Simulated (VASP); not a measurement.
Here is a VASP 6.6.1 calculation.

The input INCAR:

```
PREC = Accurate
ENCUT = 520
EDIFF = 1E-7
ISMEAR = 1
SIGMA = 0.1
LREAL = F
LASPH = T
NELM = 100
ALGO = Normal
ISIF = 2
LWAVE = F
LCHARG = T
GGA = PE
LELF = T
LVHAR = T
NBANDS = 21
```

KPOINTS

```
regular mesh
0
Gamma
  11 11 6
```

Contents of POSCAR:

```
Ru
1.0
    2.7296408760      0.0000000000      0.0000000000
   -1.3648204380      2.3639388083      0.0000000000
    0.0000000000      0.0000000000      4.3196279352
Ru
2
Direct
    0.3333333333      0.6666666667      0.2500000000
    0.6666666667      0.3333333333      0.7500000000
```

Potentials or basis: VASP PAW PBE potentials, release 64 (Ru_pv).

Run with:

```console
$ cat potpaw_PBE.64/Ru_pv/POTCAR > POTCAR
$ mpirun -np 1 vasp_std > vasp.out
```

Task: Estimate the band gap on the k mesh.

Result: Zero (band 14 reaches 13.80 eV, above the bottom of band 15 at 10.86 eV).

Task: Estimate the pressure.

Result: -3.9 GPa.

Stress tensor (GPa, compression positive):
```
-3.65  0.00  0.00
 0.00 -3.65  0.00
 0.00  0.00 -4.27
```
